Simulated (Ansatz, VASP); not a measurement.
## One calculation of BP, two programs

```xyz
2
Lattice="0.0000 2.2690 2.2690 2.2690 0.0000 2.2690 2.2690 2.2690 0.0000" Properties=species:S:1:pos:R:3 pbc="T T T"
P     3.4035    3.4035    3.4035
B     0.0000    0.0000    0.0000
```

Alike in both runs: task single point; functional PBE; k mesh 15 × 15 × 15; occupations fermi-dirac, width 0.05 eV; no spin polarisation.

```csv
,VASP,Ansatz
version,VASP 6.6.1,Ansatz 0.2.0
potentials or method,"VASP PAW PBE potentials, release 64 (P, B), cutoff 520 eV","all-electron LAPW, scalar-relativistic"
```

Ansatz gave:

* gap on the k mesh at the Fermi level (eV): 1.25
* least direct gap on the mesh (eV): 3.41
* pressure (GPa): 1.1

Problem. Estimate VASP's values.

Solution. gap on the k mesh at the Fermi level (eV): 1.24; least direct gap on the mesh (eV): 3.40; pressure (GPa): 0.9.

Ansatz ran all-electron here, and VASP with PAW potentials.
